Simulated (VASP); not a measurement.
A run of VASP 6.6.1:

INCAR

```
PREC     = Accurate       # precision mode
ENCUT    = 500            # plane-wave cutoff, eV
EDIFF    = 1E-6           # SCF threshold, eV
ISMEAR   = 0              # smearing method
SIGMA    = 0.05           # smearing width, eV
LREAL    = False          # projectors in reciprocal space
LASPH    = True           # aspherical terms in the spheres
NELM     = 120            # most SCF steps
ALGO     = Normal         # electronic algorithm
ISIF     = 2              # what is computed and relaxed
LWAVE    = False          # write WAVECAR
LCHARG   = False          # write CHGCAR
GGA      = PE             # functional
NBANDS   = 16             # bands
GGA_COMPAT= False
```

The input KPOINTS:

```
regular mesh
0
Gamma
  6 6 6
```

File POSCAR:

```
HgTe
1.0
    0.0000000000      3.2342082585      3.2342082585
    3.2342082585      0.0000000000      3.2342082585
    3.2342082585      3.2342082585      0.0000000000
Hg Te
1 1
Direct
    0.0000000000      0.0000000000      0.0000000000
    0.2500000000      0.2500000000      0.2500000000
```

Potentials or basis: VASP PAW PBE potentials, release 64 (Hg, Te).

Command:

```sh
$ cat potpaw_PBE.64/Hg/POTCAR potpaw_PBE.64/Te/POTCAR > POTCAR
$ mpirun -np 1 vasp_std > vasp.out
```

Hardware: 1 thread of Intel Xeon 8259CL (shared host).

Q: How long does it take, and how much memory?

A: Wall time 24 s on 1 thread of Intel Xeon 8259CL (shared host), peak memory 0.2 GiB. Counts: scf iterations 13, k points 16.
